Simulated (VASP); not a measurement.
# MoS2 (P6_3/mmc) in VASP: notebook

MoS2 is run at these levels: PBE+D3(BJ); tasks: single point, relaxation of cell and atoms.

All numbers are computed with VASP 6.6.1; they aren't measurements. Logs are shortened: lines on timing, memory, paths and dates and some standing lists are left out, and cuts for length are marked.

**Experimental background.**

From “Multiwavelength excitation Raman Scattering Analysis of bulk and 2 dimensional MoS2: Vibrational properties of atomically thin MoS2 layers”, 2015, arxiv:1506.03228, for a bulk crystal of MoS2 at 300 K: band gap 1.3 eV (indirect).

How close the calculation comes is told below.

**1. The cell of the first run**

It takes space group P6_3/mmc (No. 194, hexagonal). The conventional cell has a = 3.149 Å, b = 3.149 Å, c = 12.091 Å, α = 90.00°, β = 90.00°, γ = 120.00°. Within 3.2 Å of Mo (site symmetry -6m2) lie 6 S at 2.40 Å and 6 Mo at 3.15 Å. S (site symmetry 3m) has 3 Mo at 2.40 Å and 7 S at 3.13 to 3.15 Å within 3.2 Å.

**2. Single point, PBE+D3(BJ)**

File INCAR:

```
SYSTEM = MoS2
ALGO = Normal
EDIFF = 1E-6
ENCUT = 520
GGA = PE
ISIF = 2
ISMEAR = -1
IVDW = 12
LASPH = .TRUE.
LCHARG = .FALSE.
LREAL = .FALSE.
LWAVE = .FALSE.
NBANDS = 35
NELM = 100
PREC = Accurate
SIGMA = 0.02
```

File KPOINTS:

```
k-points
0
G
  12 12 2
  0 0 0
```

File POSCAR:

```
MoS2
1.0
    3.1491671574      0.0000000000      0.0000000000
   -1.5745835787      2.7272587590      0.0000000000
    0.0000000000      0.0000000000     12.0913725984
Mo S
2 4
Direct
    0.3333333333      0.6666666667      0.2500000000
    0.6666666667      0.3333333333      0.7500000000
    0.3333333333      0.6666666667      0.6205056113
    0.6666666667      0.3333333333      0.1205056113
    0.3333333333      0.6666666667      0.8794943887
    0.6666666667      0.3333333333      0.3794943887
```

Potentials or basis: VASP PAW PBE potentials, release 64 (Mo_sv, S).

Run with:

```bash
$ cat potpaw_PBE.64/Mo_sv/POTCAR potpaw_PBE.64/S/POTCAR > POTCAR
$ mpirun -np 1 vasp_std > vasp.out
```

OUTCAR:

```text
SYSTEM = MoS2
   EDIFF = 1E-6
   ENCUT = 520
   GGA = PE
   ISIF = 2
   ISMEAR = -1
   IVDW = 12
   LASPH = .TRUE.
   LREAL = .FALSE.
   NELM = 100
   PREC = Accurate
 IVDW          = 12

 ion  position               nearest neighbor table
   1  0.333  0.667  0.250-   4 2.40   6 2.40   4 2.40   6 2.40   4 2.40   6 2.40
   2  0.667  0.333  0.750-   3 2.40   5 2.40   3 2.40   5 2.40   3 2.40   5 2.40
   3  0.333  0.667  0.621-   2 2.40   2 2.40   2 2.40
   4  0.667  0.333  0.121-   1 2.40   1 2.40   1 2.40
   5  0.333  0.667  0.879-   2 2.40   2 2.40   2 2.40
   6  0.667  0.333  0.379-   1 2.40   1 2.40   1 2.40

  LATTYP: Found a hexagonal cell.
 ALAT       =     3.1491671574
 C/A-ratio  =     3.8395461384

  Lattice vectors:

 A1 = (   3.1491671574,   0.0000000000,   0.0000000000)
 A2 = (  -1.5745835787,   2.7272587590,   0.0000000000)
 A3 = (   0.0000000000,   0.0000000000,  12.0913725984)

Analysis of symmetry for initial positions (statically):
=====================================================================
 Subroutine PRICEL returns:
 Original cell was already a primitive cell.

 Routine SETGRP: Setting up the symmetry group for a
 hexagonal supercell.

 Subroutine GETGRP returns: Found 24 space group operations
 (whereof 12 operations were pure point group operations)
 out of a pool of 24 trial point group operations.

The static configuration has the point symmetry D_3d.
 The point group associated with its full space group is D_6h.

Analysis of symmetry for dynamics (positions and initial velocities):
=====================================================================
 Subroutine PRICEL returns:
 Original cell was already a primitive cell.

 Routine SETGRP: Setting up the symmetry group for a
 hexagonal supercell.

 Subroutine GETGRP returns: Found 24 space group operations
 (whereof 12 operations were pure point group operations)
 out of a pool of 24 trial point group operations.

The dynamic configuration has the point symmetry D_3d.
 The point group associated with its full space group is D_6h.

 Subroutine INISYM returns: Found 24 space group operations
 (whereof 12 operations are pure point group operations),
 and found     1 'primitive' translations

----------------------------------------------------------------------------------------

                                     Primitive cell

  volume of cell :     103.8479

  direct lattice vectors                    reciprocal lattice vectors
     3.149167157  0.000000000  0.000000000     0.317544274  0.183334272  0.000000000
    -1.574583579  2.727258759  0.000000000     0.000000000  0.366668545  0.000000000
     0.000000000  0.000000000 12.091372598     0.000000000  0.000000000  0.082703596

  length of vectors
     3.149167157  3.149167157 12.091372598     0.366668545  0.366668545  0.082703596

  position of ions in fractional coordinates (direct lattice)
     0.333333333  0.666666667  0.250000000
     0.666666667  0.333333333  0.750000000
     0.333333333  0.666666667  0.620505611
     0.666666667  0.333333333  0.120505611
     0.333333333  0.666666667  0.879494389
     0.666666667  0.333333333  0.379494389

  ion indices of the primitive-cell ions
   primitive index   ion index
                 1           1
                 2           2
                 3           3
                 4           4
                 5           5
                 6           6

----------------------------------------------------------------------------------------

 KPOINTS: k-points

Automatic generation of k-mesh.
 Grid dimensions read from file:
 generate k-points for:   12   12    2

 Generating k-lattice:

  Cartesian coordinates                     Fractional coordinates (reciprocal lattice)
     0.026462023  0.015277856  0.000000000     0.083333333  0.000000000  0.000000000
     0.000000000  0.030555712  0.000000000     0.000000000  0.083333333  0.000000000
     0.000000000  0.000000000  0.041351798     0.000000000  0.000000000  0.500000000

  Length of vectors
     0.030555712  0.030555712  0.041351798

  Shift w.r.t. Gamma in fractional coordinates (k-lattice)
     0.000000000  0.000000000  0.000000000

 Subroutine IBZKPT returns following result:
 ===========================================

 Found     38 irreducible k-points:

 Following reciprocal coordinates:
            Coordinates               Weight
  0.000000  0.000000  0.000000      1.000000
  0.083333  0.000000  0.000000      6.000000
  0.166667  0.000000  0.000000      6.000000
  0.250000  0.000000  0.000000      6.000000
  0.333333  0.000000  0.000000      6.000000
  0.416667  0.000000  0.000000      6.000000
[... 16 lines left out ...]
  0.250000  0.000000  0.500000      6.000000
  0.333333  0.000000  0.500000      6.000000
 [... further k-points ...]
   k-points           NKPTS =     38   k-points in BZ     NKDIM =     38   number of bands    NBANDS=     35
   number of dos      NEDOS =    301   number of ions     NIONS =      6
   total plane-waves  NPLWV =  51840
   dimension x,y,z NGX =    24 NGY =   24 NGZ =   90
   dimension x,y,z NGXF=    48 NGYF=   48 NGZF=  180
   ions per type =               2   4
   NGX,Y,Z   is equivalent  to a cutoff of  12.67, 12.67, 12.37 a.u.
   NGXF,Y,Z  is equivalent  to a cutoff of  25.34, 25.34, 24.75 a.u.
 SYSTEM =  MoS2
   PREC   = accura    normal or accurate (medium, high low for compatibility)
   ISTART =      0    job   : 0-new  1-cont  2-samecut
   ICHARG =      2    charge: 1-file 2-atom 10-const
   ISPIN  =      1    spin polarized calculation?
   LNONCOLLINEAR =      F non collinear calculations
   LSORBIT =      F    spin-orbit coupling
   LASPH  =      T    aspherical Exc in radial PAW
   ENCUT  =  520.0 eV  38.22 Ry    6.18 a.u.   5.86  5.86 22.48*2*pi/ulx,y,z
   NELM   =    100;   NELMIN=  2; NELMDL= -5     # of ELM steps
   EDIFF  = 0.1E-05   stopping-criterion for ELM
   LREAL  =      F    real-space projection
   EDIFFG = 0.1E-04   stopping-criterion for IOM
   NSW    =      0    number of steps for IOM
   IBRION =     -1    ionic relax: 0-MD 1-quasi-New 2-CG
   NFREE  =      0    steps in history (QN), initial steepest desc. (CG)
   ISIF   =      2    stress and relaxation
   ISYM   =      2    0-nonsym 1-usesym 2-fastsym
   POTIM  = 0.5000    time-step for ionic-motion
   TEBEG  =    0.0;   TEEND  =   0.0 temperature during run
   PSTRESS=    0.0 pullay stress
   NELECT =      52.0000    total number of electrons
   NUPDOWN=      -1.0000    fix difference up-down
   EMIN   =  10.00;   EMAX   =-10.00  energy-range for DOS
   EFERMI =   0.00;   METHOD = LEGACY
   ISMEAR =    -1;   SIGMA  =   0.02  broadening in eV -4-tet -1-fermi 0-gaus
   EFERMI_NEDOS =   21; number of points for ismear=-14 and -15
   IALGO  =     38    algorithm
   IMIX   =      4    mixing-type and parameters
     AMIX     =   0.40;   BMIX     =  1.00
     AMIX_MAG =   1.60;   BMIX_MAG =  1.00
  volume/ion in A,a.u.               =      17.31       116.80
  Fermi-wavevector in a.u.,A,eV,Ry     =   1.300000  2.456644 22.993850  1.690000
  Thomas-Fermi vector in A             =   2.431227
   LORBIT       =      0    0 simple, 1 ext, 2 COOP (PROOUT), +10 PAW based schemes
   GGA     = PE    functional components
   LHFCALC =     F    Hartree Fock is set to
   AEXX    =    0.0000 exact exchange contribution
   IVDW    =    12    specifies the selected vdW correction
   LEPSILON=     F    determine dielectric tensor
   LRPA    =     F    only Hartree local field effects (RPA)
 non-spin polarized calculation
  energy-cutoff  :      520.00
  volume of cell :      103.85
 maximum number of plane-waves:      2820
 NGX is ok and might be reduce to    24
   NGX = 11   NGY = 11   NGZ = 45

 number of electron      52.0000003 magnetization

 Free energy of the ion-electron system (eV)
  ---------------------------------------------------
  ext. energy  EPLUGINS =         0.00000000
  ---------------------------------------------------
  free energy    TOTEN  =       -43.54513860 eV

  energy without entropy =      -43.54513860  energy(sigma->0) =      -43.54513860

 E-fermi :   8.3361     XC(G=0): -11.0144

 val. band max:        7.9461346678   @ k =   0.0000   0.0000   0.0000
 cond. band min:       8.7470068081   @ k =   0.1667   0.1667   0.0000
 fundamental gap:      0.8008721403
 Fermi energy:         8.3360766293

 k-point     1 :       0.0000    0.0000    0.0000
  band No.  band energies     occupation
      1     -53.5911      2.00000
      2     -53.5911      2.00000
      3     -27.7550      2.00000
      4     -27.7549      2.00000
      5     -27.5133      2.00000
      6     -27.5133      2.00000
[... 27 lines left out ...]
     34      10.4014      0.00000
     35      13.5864      0.00000

 k-point     2 :       0.0833    0.0000    0.0000
  band No.  band energies     occupation
      1     -53.5882      2.00000
      2     -53.5882      2.00000
      3     -27.7494      2.00000
      4     -27.7493      2.00000
      5     -27.5419      2.00000
      6     -27.5419      2.00000
[... 27 lines left out ...]
     34      10.2956      0.00000
     35      14.0922      0.00000

 k-point     3 :       0.1667    0.0000    0.0000
  band No.  band energies     occupation
      1     -53.5803      2.00000
      2     -53.5803      2.00000
      3     -27.7340      2.00000
      4     -27.7339      2.00000
      5     -27.6191      2.00000
      6     -27.6191      2.00000
[... 27 lines left out ...]
     34      10.7465      0.00000
     35      15.1033      0.00000

 k-point     4 :       0.2500    0.0000    0.0000
  band No.  band energies     occupation
      1     -53.5696      2.00000
      2     -53.5696      2.00000
      3     -27.7232      2.00000
      4     -27.7232      2.00000
      5     -27.7130      2.00000
      6     -27.7129      2.00000
[... 27 lines left out ...]
     34      11.2310      0.00000
     35      15.3837      0.00000

 k-point     5 :       0.3333    0.0000    0.0000
  band No.  band energies     occupation
      1     -53.5588      2.00000
      2     -53.5588      2.00000
      3     -27.8256      2.00000
      4     -27.8256      2.00000
      5     -27.6919      2.00000
      6     -27.6918      2.00000
[... 638 lines left out ...]
 k-point    22 :       0.1667    0.0000    0.5000
  band No.  band energies     occupation
      1     -53.5803      2.00000
      2     -53.5803      2.00000
      3     -27.7340      2.00000
      4     -27.7340      2.00000
      5     -27.6191      2.00000
      6     -27.6191      2.00000
[... 27 lines left out ...]
     34      10.6773      0.00000
     35      15.2000      0.00000

 k-point    23 :       0.2500    0.0000    0.5000
  band No.  band energies     occupation
      1     -53.5696      2.00000
      2     -53.5696      2.00000
      3     -27.7232      2.00000
      4     -27.7232      2.00000
      5     -27.7130      2.00000
      6     -27.7130      2.00000
[... 27 lines left out ...]
     34      11.0975      0.00000
     35      15.3141      0.00000

 k-point    24 :       0.3333    0.0000    0.5000
  band No.  band energies     occupation
      1     -53.5588      2.00000
      2     -53.5588      2.00000
      3     -27.8256      2.00000
      4     -27.8256      2.00000
      5     -27.6919      2.00000
      6     -27.6919      2.00000
[... 27 lines left out ...]
     34      11.3935      0.00000
     35      14.5787      0.00000

 [... further k-points ...]

------------------------ aborting loop because EDIFF is reached ----------------------------------------

 Edisp (eV)   -2.62503

 E8    (eV) :    -1.0585

  FORCE on cell =-STRESS in cart. coord.  units (eV):
  Direction    XX          YY          ZZ          XY          YZ          ZX
  --------------------------------------------------------------------------------------
  -------------------------------------------------------------------------------------
  Total      -0.07025    -0.07025    -0.10979     0.00000    -0.00000     0.00000
  in kB      -1.08385    -1.08385    -1.69392     0.00000    -0.00000     0.00000
  external pressure =       -1.29 kB  Pullay stress =        0.00 kB

 VOLUME and BASIS-vectors are now :
 -----------------------------------------------------------------------------
  energy-cutoff  :      520.00
  volume of cell :      103.85
      direct lattice vectors                 reciprocal lattice vectors
     3.149167157  0.000000000  0.000000000     0.317544274  0.183334272  0.000000000
    -1.574583579  2.727258759  0.000000000     0.000000000  0.366668545  0.000000000
     0.000000000  0.000000000 12.091372598     0.000000000  0.000000000  0.082703596

 POSITION                                       TOTAL-FORCE (eV/Angst)
 -----------------------------------------------------------------------------------
     -0.00000      1.81817      3.02284        -0.000000     -0.000000      0.000000
      1.57458      0.90909      9.06853         0.000000      0.000000      0.000000
     -0.00000      1.81817      7.50276        -0.000000     -0.000000      0.010945
      1.57458      0.90909      1.45708         0.000000     -0.000000      0.010945
     -0.00000      1.81817     10.63429        -0.000000      0.000000     -0.010945
      1.57458      0.90909      4.58861         0.000000      0.000000     -0.010945
 -----------------------------------------------------------------------------------
    total drift:                                0.000000     -0.000000      0.000000

  FREE ENERGIE OF THE ION-ELECTRON SYSTEM (eV)
  ---------------------------------------------------
  free  energy   TOTEN  =       -46.1701724872 eV

  energy  without entropy=      -46.1701724872  energy(sigma->0) =      -46.17017249
```

It took 56 s on 1 thread of Intel Xeon 6975P-C (Granite Rapids), shared host; peak memory 0.28 GiB.

What came out:

- Free energy: -46.1702 eV
- Pressure: -0.1 GPa
- Largest force: 0.011 eV/Å
- Band gap on the k mesh: 0.80 eV, indirect (least direct gap 1.71 eV)
- Dispersion energy per atom: -0.438 eV

Forces in eV/Å, atoms in the order of the input:
```
Mo   0.000  0.000  0.000
Mo   0.000  0.000  0.000
S    0.000  0.000  0.011
S    0.000  0.000  0.011
S    0.000  0.000 -0.011
S    0.000  0.000 -0.011
```

Levels at points of the mesh, in eV from the valence-band top:
```csv
k point,band 22,band 23,band 24,band 25,band 26,band 27,band 28,band 29,band 30,band 31
"(0.00, 0.00, 0.00)",-2.15,-2.15,-1.27,-1.11,0.00,2.09,2.09,2.13,2.13,2.23
"(0.50, 0.00, 0.00)",-2.55,-1.78,-1.52,-1.49,-1.33,1.62,1.68,2.00,2.31,2.83
"(0.00, 0.00, 0.50)",-2.18,-2.18,-2.18,-0.27,-0.27,2.10,2.10,2.10,2.10,2.36
"(0.50, 0.00, 0.50)",-2.73,-1.65,-1.65,-1.40,-1.40,1.65,1.65,2.17,2.17,3.23
```

**3. Relaxation of cell and atoms, PBE+D3(BJ)**

This run uses another cell than the first one, of 17.86 Å³/atom, 1.032 times its volume.

File INCAR:

```
  ALGO = Normal
  EDIFF = 1E-6
  EDIFFG = -0.005
  ENCUT = 600
  GGA = PE
  IBRION = 2
  ISIF = 3
  ISMEAR = -1
  IVDW = 12
  LASPH = T
  LCHARG = F
  LREAL = F
  LWAVE = F
  NELM = 100
  NSW = 80
  PREC = Accurate
  SIGMA = 0.02
```

File KPOINTS:

```
k-points
0
Gamma
  12 12 2
```

File POSCAR:

```
MoS2
1.0
    3.1690000000      0.0000000000      0.0000000000
   -1.5845000000      2.7444345046      0.0000000000
    0.0000000000      0.0000000000     12.3240000000
Mo S
2 4
Direct
    0.3333333333      0.6666666667      0.2500000000
    0.6666666667      0.3333333333      0.7500000000
    0.3333333333      0.6666666667      0.6230000000
    0.6666666667      0.3333333333      0.1230000000
    0.3333333333      0.6666666667      0.8770000000
    0.6666666667      0.3333333333      0.3770000000
```

Potentials or basis: VASP PAW PBE potentials, release 64 (Mo_sv, S).

Run with:

```bash
$ cat potpaw_PBE.64/Mo_sv/POTCAR potpaw_PBE.64/S/POTCAR > POTCAR
$ mpirun -np 1 vasp_std > vasp.out
```

It took 10 min on 1 thread of Intel Xeon 6975P-C (Granite Rapids), shared host; peak memory 0.36 GiB.

The run converged. Its results:

```yaml
Free_energy: -46.1729 eV
Relaxed_volume: 17.29 Å³/atom
Relaxed_cell: a = 3.149 Å, b = 3.149 Å, c = 12.082 Å, α = 90.00°, β = 90.00°, γ = 120.00°
Space_group_after_relaxing_to_0.05_Å: P6_3/mmc (No. 194)
Energy_gained_by_relaxing: 2.8 meV/atom
Ionic_steps: 13
Pressure_after_relaxing: 0.0 GPa
Band_gap_on_the_k_mesh: 0.80 eV, indirect (least direct gap 1.70 eV)
Dispersion_energy_per_atom: -0.438 eV
```

Forces in eV/Å, atoms in the order of the input:
```
Mo   0.000  0.000  0.000
Mo   0.000  0.000  0.000
S    0.000  0.000  0.002
S    0.000  0.000  0.002
S    0.000  0.000 -0.002
S    0.000  0.000 -0.002
```

The path:
| step | energy change (eV) | largest force (eV/Å) | pressure (GPa) | volume (Å³) |
| --- | --- | --- | --- | --- |
| 1 | 0.0000 | 0.0755 | -2.05 | 107.18 |
| 2 | 0.0163 | 0.5244 | 3.50 | 103.68 |
| 3 | -0.0088 | 0.1425 | -0.08 | 105.85 |
| 4 | -0.0114 | 0.0585 | -0.05 | 105.43 |
| 5 | -0.0115 | 0.0382 | -0.05 | 105.33 |
| 6 | -0.0129 | 0.0332 | -0.05 | 105.10 |
| 7 | -0.0160 | 0.0175 | -0.07 | 104.41 |
| 8 | -0.0152 | 0.0159 | 0.04 | 103.02 |
| 9 | -0.0168 | 0.0081 | -0.01 | 103.86 |
| 10 | -0.0168 | 0.0071 | -0.01 | 103.82 |
| 11 | -0.0168 | 0.0064 | -0.01 | 103.79 |
| 12 | -0.0168 | 0.0157 | -0.03 | 103.69 |
| 13 | -0.0169 | 0.0025 | -0.02 | 103.75 |

Final structure:
```
Mo S
1.0
     3.14886    0.00000    0.00000
    -1.57443    2.72699    0.00000
     0.00000    0.00000   12.08243
Mo S
2 4
Direct
  0.33333 0.66667 0.25000
  0.66667 0.33333 0.75000
  0.33333 0.66667 0.62045
  0.66667 0.33333 0.12045
  0.33333 0.66667 0.87955
  0.66667 0.33333 0.37955
```

Levels at points of the mesh, in eV from the valence-band top:
| k point | band 24 | band 25 | band 26 | band 27 | band 28 | band 29 |
| --- | --- | --- | --- | --- | --- | --- |
| (0.00, 0.00, 0.00) | -1.28 | -1.11 | 0.00 | 2.09 | 2.09 | 2.13 |
| (0.50, 0.00, 0.00) | -1.53 | -1.49 | -1.34 | 1.62 | 1.67 | 1.99 |
| (0.00, 0.00, 0.50) | -2.18 | -0.27 | -0.27 | 2.09 | 2.09 | 2.09 |
| (0.50, 0.00, 0.50) | -1.66 | -1.40 | -1.40 | 1.64 | 1.64 | 2.16 |

A k mesh can miss the band edges. PBE gaps usually lie below the measured ones, often by a third to a half.

**4. Comparison with measurements**

Step 2. A measured gap of MoS2 is 1.3 eV (indirect; 300 K; “Multiwavelength excitation Raman Scattering Analysis of bulk and 2 dimensional MoS2: Vibrational properties of atomically thin MoS2 layers”, 2015, arxiv:1506.03228); the calculated 0.80 eV misses it by -0.50 eV. Spin-orbit coupling on Mo is left out. The value is that of PBE+D3(BJ) on a finite k mesh, which can miss the band edges, without temperature or zero-point motion. Semilocal functionals fall short of measured gaps as a rule.
